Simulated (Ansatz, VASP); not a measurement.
**One calculation of GaAs, two programs**

```xyz
2
Lattice="0.0000 2.8136 2.8136 2.8136 0.0000 2.8136 2.8136 2.8136 0.0000" Properties=species:S:1:pos:R:3 pbc="T T T"
Ga    0.0000    0.0000    0.0000
As    1.4068    1.4068    1.4068
```

Alike in both runs: task relaxation of the atoms; functional r2SCAN; k mesh 8 × 8 × 8; occupations fermi-dirac, width 0.02 eV; no spin polarisation.

|  | VASP | Ansatz |
| --- | --- | --- |
| version | VASP 6.6.1 | Ansatz 0.2.0 |
| potentials or method | VASP PAW PBE potentials, release 64 (Ga_d, As), cutoff 520 eV | PAW plane waves |
| valence electrons in the cell | 18 | 28 |

Ansatz gave:

| Property | Result |
| --- | --- |
| gap on the k mesh at the Fermi level, each at its own relaxed structure (eV) | 1.13 |

Task: Which values does VASP return?

Result: gap on the k mesh at the Fermi level, each at its own relaxed structure (eV): 1.11.

VASP's potentials were made for PBE, not for r2SCAN. VASP's potentials hold 18 valence electrons a cell and Ansatz's 28, so a difference there can come from the potentials and not from the codes. Ansatz's warnings: stress scf threshold loose.

Noted on VASP's run: the relaxation stopped at its first step, so nothing moved.
